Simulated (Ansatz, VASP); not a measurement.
## GaN in VASP and in Ansatz

```xyz
2
Lattice="0.0000 2.2230 2.2230 2.2230 0.0000 2.2230 2.2230 2.2230 0.0000" Properties=species:S:1:pos:R:3 pbc="T T T"
Ga    0.0000    0.0000    0.0000
N     1.1115    1.1115    1.1115
```

Alike in both runs: task single point; functional BLYP; k mesh 10 × 10 × 10; occupations fermi-dirac, width 0.05 eV; no spin polarisation.

|  | VASP | Ansatz |
| --- | --- | --- |
| version | VASP 6.6.1 | Ansatz 0.2.0 |
| potentials or method | VASP PAW PBE potentials, release 64 (Ga_d, N_h) | Ansatz PAW |
| plane-wave cutoff (eV) | 1330 | 420 |
| valence electrons in the cell | 18 | 18 |

VASP gave:

* gap on the k mesh at the Fermi level (eV): 2.09
* least direct gap on the mesh (eV): 2.09
* pressure (GPa): 21.3

Question: What did Ansatz give for the same quantities?

Answer: gap on the k mesh at the Fermi level (eV): 2.10; least direct gap on the mesh (eV): 2.10; pressure (GPa): 19.6.

VASP's potentials were made for PBE, not for BLYP. With one functional, cell and mesh, what is left measures potentials, basis and numerics.
